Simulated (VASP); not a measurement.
Runs of VASP 6.6.1 on PbS. The structure is that of space group P6_3/mmc (No. 194), or close to it. The cells are those of the table. 

| level | cell | gap on the mesh (eV) | pressure (GPa) | largest force (eV/Å) |
| --- | --- | --- | --- | --- |
| PBE | a = 4.997, b = 4.997, c = 5.998 Å, angles 90.0, 90.0, 120.0°, 4 atoms | 1.43 | 0.7 | - |
| r2SCAN | a = 5.047, b = 5.047, c = 6.057 Å, angles 90.0, 90.0, 120.0°, 4 atoms | 1.77 | -1.3 | - |
| PBE | a = 5.025, b = 5.025, c = 6.039 Å, angles 90.0, 90.0, 120.0°, 4 atoms | 1.45 | 0.0 | - |
| r2SCAN | a = 4.895, b = 4.895, c = 5.875 Å, angles 90.0, 90.0, 120.0°, 4 atoms | 1.63 | 3.1 | 0.01 |
| PBE | a = 5.124, b = 5.124, c = 6.157 Å, angles 90.0, 90.0, 120.0°, 4 atoms | 1.50 | -2.2 | 0.01 |
| r2SCAN | a = 4.947, b = 4.947, c = 5.937 Å, angles 90.0, 90.0, 120.0°, 4 atoms | 1.68 | 1.4 | 0.01 |
| PBE | a = 4.923, b = 4.923, c = 5.916 Å, angles 90.0, 90.0, 120.0°, 4 atoms | 1.36 | 2.9 | 0.01 |
| r2SCAN | a = 5.095, b = 5.095, c = 6.115 Å, angles 90.0, 90.0, 120.0°, 4 atoms | 1.80 | (b) | 0.01 |
| PBE | a = 5.075, b = 5.075, c = 6.099 Å, angles 90.0, 90.0, 120.0°, 4 atoms | 1.48 | (a) | - |
| r2SCAN | a = 4.997, b = 4.997, c = 5.998 Å, angles 90.0, 90.0, 120.0°, 4 atoms | (c) | 0.0 | - |
| PBE | a = 4.974, b = 4.974, c = 5.978 Å, angles 90.0, 90.0, 120.0°, 4 atoms | 1.41 | 1.3 | 0.01 |

Alike in all rows: task single point; potentials or basis VASP PAW PBE potentials, release 64 (Pb_d, S); no spin polarisation; k mesh 6 × 6 × 4; cutoff (eV) 520; smearing gaussian 0.01 eV.

**Question.** Fill in the values left out.

**Answer.** (a) -1.2; (b) -2.3; (c) 1.73.

Caveats: spin-orbit coupling is left out, which moves the levels of the heavy elements; the PAW data sets were made with another functional, which shifts forces and pressure a little (some runs).

A k mesh can miss the band edges, and the runs leave out spin-orbit coupling on Pb.
